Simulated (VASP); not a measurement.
# Zn3O (I4/mmm) in VASP: notebook

Runs on Zn3O. Level: PBE. Tasks: single point, relaxation of cell and atoms.

Program: VASP 6.6.1. These are calculated values, not measurements. Logs are shortened: lines on timing, memory, paths and dates and some standing lists are left out, and cuts for length are marked.

## Step 1: The cell of the first run

Symmetry: I4/mmm, No. 139, tetragonal system. The conventional cell has a = 3.295 Å, b = 3.295 Å, c = 10.237 Å, α = 90.00°, β = 90.00°, γ = 90.00°. Zn (site symmetry 4/mmm) has 4 O at 2.33 Å and 8 Zn at 3.04 Å within 3.1 Å. Zn (site symmetry -4m2) has 8 Zn at 2.33 to 3.04 Å and 4 O at 3.04 Å within 3.1 Å. Within 3.1 Å of O (site symmetry 4/mmm) lie 12 Zn at 2.33 to 3.04 Å.

## Step 2: Single point, PBE

Contents of INCAR:

```
PREC = Accurate ; ENCUT = 520
EDIFF = 1E-6 ; ISMEAR = 0
SIGMA = 0.1 ; LREAL = F
LASPH = T ; NELM = 60
ALGO = Normal ; ISIF = 2
LWAVE = F ; LCHARG = F
GGA = PE ; NBANDS = 29
```

Contents of KPOINTS:

```
regular mesh
0
Gamma
  6 6 6
```

Contents of POSCAR:

```
Zn3O
1.0
   -1.6477405292      1.6477405292      5.1186187731
    1.6477405292     -1.6477405292      5.1186187731
    1.6477405292      1.6477405292     -5.1186187731
Zn O
3 1
Direct
    0.5000000000      0.5000000000      0.0000000000
    0.2500000000      0.7500000000      0.5000000000
    0.7500000000      0.2500000000      0.5000000000
    0.0000000000      0.0000000000      0.0000000000
```

Potentials or basis: VASP PAW PBE potentials, release 64 (Zn, O).

Launch:

```
cat potpaw_PBE.64/Zn/POTCAR potpaw_PBE.64/O/POTCAR > POTCAR
mpirun -np 1 vasp_std > vasp.out
```

OUTCAR:

```text
PREC = Accurate
   ENCUT = 520
   EDIFF = 1E-6
   ISMEAR = 0
   LREAL = F
   LASPH = T
   NELM = 60
   ISIF = 2
   GGA = PE

 ion  position               nearest neighbor table
   1  0.500  0.500  0.000-   4 2.33   4 2.33   4 2.33   4 2.33   3 3.04   2 3.04   3 3.04   3 3.04
                             2 3.04   2 3.04   3 3.04   2 3.04
   2  0.250  0.750  0.500-   3 2.33   3 2.33   3 2.33   3 2.33   1 3.04   1 3.04   1 3.04   1 3.04

   3  0.750  0.250  0.500-   2 2.33   2 2.33   2 2.33   2 2.33   1 3.04   1 3.04   1 3.04   1 3.04

   4  0.000  0.000  0.000-   1 2.33   1 2.33   1 2.33   1 2.33

  LATTYP: Found a body centered tetragonal cell.
 ALAT       =     3.2954810584
 C/A-ratio  =     3.1064470907

  Lattice vectors:

 A1 = (  -1.6477405292,   1.6477405292,   5.1186187731)
 A2 = (   1.6477405292,  -1.6477405292,   5.1186187731)
 A3 = (   1.6477405292,   1.6477405292,  -5.1186187731)

Analysis of symmetry for initial positions (statically):
=====================================================================
 Subroutine PRICEL returns:
 Original cell was already a primitive cell.

 Routine SETGRP: Setting up the symmetry group for a
 body centered tetragonal supercell.

 Subroutine GETGRP returns: Found 16 space group operations
 (whereof 16 operations were pure point group operations)
 out of a pool of 16 trial point group operations.

The static configuration has the point symmetry D_4h.

Analysis of symmetry for dynamics (positions and initial velocities):
=====================================================================
 Subroutine PRICEL returns:
 Original cell was already a primitive cell.

 Routine SETGRP: Setting up the symmetry group for a
 body centered tetragonal supercell.

 Subroutine GETGRP returns: Found 16 space group operations
 (whereof 16 operations were pure point group operations)
 out of a pool of 16 trial point group operations.

The dynamic configuration has the point symmetry D_4h.

 Subroutine INISYM returns: Found 16 space group operations
 (whereof 16 operations are pure point group operations),
 and found     1 'primitive' translations

----------------------------------------------------------------------------------------

                                     Primitive cell

  volume of cell :      55.5892

  direct lattice vectors                    reciprocal lattice vectors
    -1.647740529  1.647740529  5.118618773     0.000000000  0.303445835  0.097682602
     1.647740529 -1.647740529  5.118618773     0.303445835  0.000000000  0.097682602
     1.647740529  1.647740529 -5.118618773     0.303445835  0.303445835  0.000000000

  length of vectors
     5.624087112  5.624087112  5.624087112     0.318780905  0.318780905  0.429137215

  position of ions in fractional coordinates (direct lattice)
     0.500000000  0.500000000  0.000000000
     0.250000000  0.750000000  0.500000000
     0.750000000  0.250000000  0.500000000
     0.000000000  0.000000000  0.000000000

  ion indices of the primitive-cell ions
   primitive index   ion index
                 1           1
                 2           2
                 3           3
                 4           4

----------------------------------------------------------------------------------------

 KPOINTS: regular mesh

Automatic generation of k-mesh.
 Grid dimensions read from file:
 generate k-points for:    6    6    6

 Generating k-lattice:

  Cartesian coordinates                     Fractional coordinates (reciprocal lattice)
     0.000000000  0.050574306  0.016280434     0.166666667 -0.000000000  0.000000000
     0.050574306  0.000000000  0.016280434    -0.000000000  0.166666667  0.000000000
     0.050574306  0.050574306  0.000000000     0.000000000  0.000000000  0.166666667

  Length of vectors
     0.053130151  0.053130151  0.071522869

  Shift w.r.t. Gamma in fractional coordinates (k-lattice)
     0.000000000  0.000000000  0.000000000

 Subroutine IBZKPT returns following result:
 ===========================================

 Found     30 irreducible k-points:

 Following reciprocal coordinates:
            Coordinates               Weight
  0.000000  0.000000  0.000000      1.000000
  0.166667 -0.000000  0.000000      8.000000
  0.333333  0.000000 -0.000000      8.000000
  0.500000  0.000000  0.000000      4.000000
  0.166667  0.166667  0.000000      8.000000
  0.333333  0.166667  0.000000     16.000000
[... 16 lines left out ...]
 -0.333333 -0.333333  0.166667      8.000000
 -0.166667 -0.333333  0.166667      8.000000
 [... further k-points ...]
   k-points           NKPTS =     30   k-points in BZ     NKDIM =     30   number of bands    NBANDS=     29
   number of dos      NEDOS =    301   number of ions     NIONS =      4
   total plane-waves  NPLWV =  74088
   dimension x,y,z NGX =    42 NGY =   42 NGZ =   42
   dimension x,y,z NGXF=    84 NGYF=   84 NGZF=   84
   ions per type =               3   1
   NGX,Y,Z   is equivalent  to a cutoff of  12.42, 12.42, 12.42 a.u.
   NGXF,Y,Z  is equivalent  to a cutoff of  24.83, 24.83, 24.83 a.u.
 SYSTEM =  unknown system
   PREC   = accura    normal or accurate (medium, high low for compatibility)
   ISTART =      0    job   : 0-new  1-cont  2-samecut
   ICHARG =      2    charge: 1-file 2-atom 10-const
   ISPIN  =      1    spin polarized calculation?
   LNONCOLLINEAR =      F non collinear calculations
   LSORBIT =      F    spin-orbit coupling
   LASPH  =      T    aspherical Exc in radial PAW
   ENCUT  =  520.0 eV  38.22 Ry    6.18 a.u.  10.46 10.46 10.46*2*pi/ulx,y,z
   NELM   =     60;   NELMIN=  2; NELMDL= -5     # of ELM steps
   EDIFF  = 0.1E-05   stopping-criterion for ELM
   LREAL  =      F    real-space projection
   EDIFFG = 0.1E-04   stopping-criterion for IOM
   NSW    =      0    number of steps for IOM
   IBRION =     -1    ionic relax: 0-MD 1-quasi-New 2-CG
   NFREE  =      0    steps in history (QN), initial steepest desc. (CG)
   ISIF   =      2    stress and relaxation
   ISYM   =      2    0-nonsym 1-usesym 2-fastsym
   POTIM  = 0.5000    time-step for ionic-motion
   TEBEG  =    0.0;   TEEND  =   0.0 temperature during run
   PSTRESS=    0.0 pullay stress
   NELECT =      42.0000    total number of electrons
   NUPDOWN=      -1.0000    fix difference up-down
   EMIN   =  10.00;   EMAX   =-10.00  energy-range for DOS
   EFERMI =   0.00;   METHOD = LEGACY
   ISMEAR =     0;   SIGMA  =   0.10  broadening in eV -4-tet -1-fermi 0-gaus
   EFERMI_NEDOS =   21; number of points for ismear=-14 and -15
   IALGO  =     38    algorithm
   IMIX   =      4    mixing-type and parameters
     AMIX     =   0.40;   BMIX     =  1.00
     AMIX_MAG =   1.60;   BMIX_MAG =  1.00
  volume/ion in A,a.u.               =      13.90        93.78
  Fermi-wavevector in a.u.,A,eV,Ry     =   1.491058  2.817691 30.249195  2.223253
  Thomas-Fermi vector in A             =   2.603761
   LORBIT       =      0    0 simple, 1 ext, 2 COOP (PROOUT), +10 PAW based schemes
   GGA     = PE    functional components
   LHFCALC =     F    Hartree Fock is set to
   AEXX    =    0.0000 exact exchange contribution
   IVDW    =     0    specifies the selected vdW correction
   LEPSILON=     F    determine dielectric tensor
   LRPA    =     F    only Hartree local field effects (RPA)
 non-spin polarized calculation
 Gauss-broadening in eV      SIGMA  =   0.10
  energy-cutoff  :      520.00
  volume of cell :       55.59
 maximum number of plane-waves:      1511
 NGX is ok and might be reduce to    42
   NGX = 21   NGY = 21   NGZ = 21

 number of electron      41.9999984 magnetization

 Free energy of the ion-electron system (eV)
  ---------------------------------------------------
  ext. energy  EPLUGINS =         0.00000000
  ---------------------------------------------------
  free energy    TOTEN  =        -8.62859307 eV

  energy without entropy =       -8.62186719  energy(sigma->0) =       -8.62523013

 E-fermi :   2.8713     XC(G=0): -11.2612

 val. band max:        2.8572591987   @ k =   0.1667   0.1667   0.0000
 cond. band min:       2.8876887185   @ k =   0.1667  -0.0000   0.0000
 fundamental gap:      0.0304295198
 Fermi energy:         2.8713343174

 k-point     1 :       0.0000    0.0000    0.0000
  band No.  band energies     occupation
      1     -14.9394      2.00000
      2      -7.0694      2.00000
      3      -6.4345      2.00000
      4      -6.3958      2.00000
      5      -5.4600      2.00000
      6      -5.4600      2.00000
[... 21 lines left out ...]
     28      13.4152      0.00000
     29      13.4152      0.00000

 k-point     2 :       0.1667   -0.0000    0.0000
  band No.  band energies     occupation
      1     -14.8526      2.00000
      2      -6.7580      2.00000
      3      -6.3148      2.00000
      4      -6.2555      2.00000
      5      -5.4734      2.00000
      6      -5.4072      2.00000
[... 21 lines left out ...]
     28      13.8431      0.00000
     29      14.1871      0.00000

 k-point     3 :       0.3333    0.0000   -0.0000
  band No.  band energies     occupation
      1     -14.6708      2.00000
      2      -6.0038      2.00000
      3      -5.9638      2.00000
      4      -5.8879      2.00000
      5      -5.4576      2.00000
      6      -5.2615      2.00000
[... 21 lines left out ...]
     28      12.4148      0.00000
     29      14.8748      0.00000

 k-point     4 :       0.5000    0.0000    0.0000
  band No.  band energies     occupation
      1     -14.5754      2.00000
      2      -5.6039      2.00000
      3      -5.5289      2.00000
      4      -5.4173      2.00000
      5      -5.4110      2.00000
      6      -5.3810      2.00000
[... 597 lines left out ...]
     28      12.9602      0.00000
     29      13.8617      0.00000

 k-point    23 :      -0.3333   -0.3333    0.1667
  band No.  band energies     occupation
      1     -14.7655      2.00000
      2      -6.6190      2.00000
      3      -6.1325      2.00000
      4      -6.0610      2.00000
      5      -5.5592      2.00000
      6      -5.2738      2.00000
[... 21 lines left out ...]
     28      12.8692      0.00000
     29      14.3929      0.00000

 k-point    24 :      -0.1667   -0.3333    0.1667
  band No.  band energies     occupation
      1     -14.8427      2.00000
      2      -6.7834      2.00000
      3      -6.3146      2.00000
      4      -6.2615      2.00000
      5      -5.4688      2.00000
      6      -5.4153      2.00000
[... 21 lines left out ...]
     28      13.5442      0.00000
     29      14.4071      0.00000

 [... further k-points ...]
[... 5 lines left out ...]
  --------------------------------------------------------------------------------------
  -------------------------------------------------------------------------------------
  Total        0.2109097      0.2109097      0.1142686      0.0000000     -0.0000000      0.0000000
  in kB        6.0787837      6.0787837      3.2934184      0.0000000     -0.0000000      0.0000000
  external PRESSURE =       5.1503286 kB  Pullay stress =       0.0000000 kB

 VOLUME and BASIS-vectors are now :
 -----------------------------------------------------------------------------
  energy-cutoff  :      520.00
  volume of cell :       55.59
      direct lattice vectors                 reciprocal lattice vectors
    -1.647740529  1.647740529  5.118618773     0.000000000  0.303445835  0.097682602
     1.647740529 -1.647740529  5.118618773     0.303445835  0.000000000  0.097682602
     1.647740529  1.647740529 -5.118618773     0.303445835  0.303445835  0.000000000

 POSITION                                       TOTAL-FORCE (eV/Angst)
 -----------------------------------------------------------------------------------
      0.00000      0.00000      5.11862         0.000000      0.000000      0.000000
      1.64774      0.00000      2.55931        -0.000000     -0.000000     -0.000000
      0.00000      1.64774      2.55931         0.000000      0.000000     -0.000000
      0.00000      0.00000      0.00000         0.000000      0.000000      0.000000
 -----------------------------------------------------------------------------------
    total drift:                               -0.000000      0.000000      0.000000

  FREE ENERGIE OF THE ION-ELECTRON SYSTEM (eV)
  ---------------------------------------------------
  free  energy   TOTEN  =        -8.6285930707 eV

  energy  without entropy=       -8.6218671922  energy(sigma->0) =       -8.62523013
```

Wall time 2.9 min (1 thread of AMD EPYC 7R13, shared host); peak memory 0.23 GiB.

What came out:

| Item | Value |
| --- | --- |
| Free energy | -8.6286 eV |
| Pressure | 0.5 GPa |
| Band gap on the k mesh | zero (bands 21 and 22 overlap by 0.41 eV) |

Caveat: semilocal functionals underestimate gaps, and a narrow one can read as zero.

## Step 3: Relaxation of cell and atoms, PBE

This run uses another cell than the first one, of 12.49 Å³/atom.

Contents of INCAR:

```
ALGO = Normal
EDIFF = 1E-7
EDIFFG = -0.04
ENCUT = 600
GGA = PE
IBRION = 2
ISIF = 3
ISMEAR = 0
LASPH = True
LCHARG = False
LREAL = False
LWAVE = False
NELM = 80
NSW = 90
PREC = Accurate
SIGMA = 0.1
```

Contents of KPOINTS:

```
k-points
0
Gamma
  6 6 6
```

Contents of POSCAR:

```
Zn3O
1.0
   -1.7751224934      1.7751224934      3.9652086866
    1.7751224934     -1.7751224934      3.9652086866
    1.7751224934      1.7751224934     -3.9652086866
Zn O
3 1
Direct
    0.5000000000      0.5000000000      0.0000000000
    0.2500000000      0.7500000000      0.5000000000
    0.7500000000      0.2500000000      0.5000000000
    0.0000000000      0.0000000000      0.0000000000
```

Potentials or basis: VASP PAW PBE potentials, release 64 (Zn, O).

Launch:

```
cat potpaw_PBE.64/Zn/POTCAR potpaw_PBE.64/O/POTCAR > POTCAR
mpirun -np 1 vasp_std > vasp.out
```

Run time: 20 min. Hardware: 1 thread of AMD EPYC 7R13, shared host; peak memory 0.24 GiB.

The run converged. Its results:

```
Free energy                           : -8.6044 eV
Relaxed volume                        : 13.66 Å³/atom
Relaxed cell                          : a = 5.489 Å, b = 5.489 Å, c = 5.489 Å, α = 144.81°, β = 144.81°, γ = 50.62°
Space group after relaxing (to 0.1 Å) : I4/mmm (No. 139)
Energy gained by relaxing             : 75.3 meV/atom
Ionic steps                           : 13
Pressure after relaxing               : 0.1 GPa
Band gap on the k mesh                : zero (bands 21 and 22 overlap by 0.42 eV)
```

Stress tensor (GPa, compression positive):
```
0.01 0.00 0.00
0.00 0.01 0.00
0.00 0.00 0.20
```

Step by step:
```
step  energy change (eV)  largest force (eV/Å)  pressure (GPa)  volume (Å³)
   1              0.0000                0.0000            4.65        49.98
   2             -0.0547                0.0000           -0.77        52.64
   3             -0.0554                0.0000           -1.52        53.08
   4             -0.0894                0.0000           -1.44        53.02
   5             -0.1919                0.0000           -0.17        52.70
   6             -0.2249                0.0000            7.20        51.33
   7             -0.2640                0.0000            2.67        52.10
   8             -0.2667                0.0000            3.80        51.89
   9             -0.2841                0.0000            2.93        52.71
  10             -0.2910                0.0000            1.47        54.58
  11             -0.2939                0.0000            1.97        53.90
  12             -0.3001                0.0000            0.86        54.32
  13             -0.3013                0.0000            0.07        54.64
```

Final structure:
```cif
data_structure
_symmetry_space_group_name_H-M 'P 1'
_symmetry_Int_Tables_number 1
_cell_length_a 5.4887
_cell_length_b 5.4887
_cell_length_c 5.4887
_cell_angle_alpha 144.810
_cell_angle_beta 144.810
_cell_angle_gamma 50.617
_cell_volume 54.64
loop_
_atom_site_label
_atom_site_type_symbol
_atom_site_fract_x
_atom_site_fract_y
_atom_site_fract_z
_atom_site_occupancy
Zn1 Zn 0.50000 0.50000 0.00000 1
Zn2 Zn 0.25000 0.75000 0.50000 1
Zn3 Zn 0.75000 0.25000 0.50000 1
O1 O 0.00000 0.00000 0.00000 1
```

Levels at points of the mesh, in eV from the Fermi level:
```csv
k point,band 19,band 20,band 21,band 22,band 23,band 24
"(0.00, 0.00, 0.00)",-2.82,-2.82,-0.06,1.01,3.59,3.59
"(0.50, 0.00, 0.00)",-4.08,-1.85,-1.60,1.05,2.64,5.65
"(0.50, 0.50, 0.00)",-3.57,-2.87,-1.10,-0.33,0.35,1.37
"(0.50, 0.50, 0.50)",-2.94,-2.94,-1.73,3.70,3.70,5.01
```

Caveat: semilocal functionals underestimate gaps, and a narrow one can read as zero; a cell axis changed by over 15 % at a fixed basis, so the end point is rough.

The gap in the log of VASP goes by the Fermi energy; the results here count the filled bands.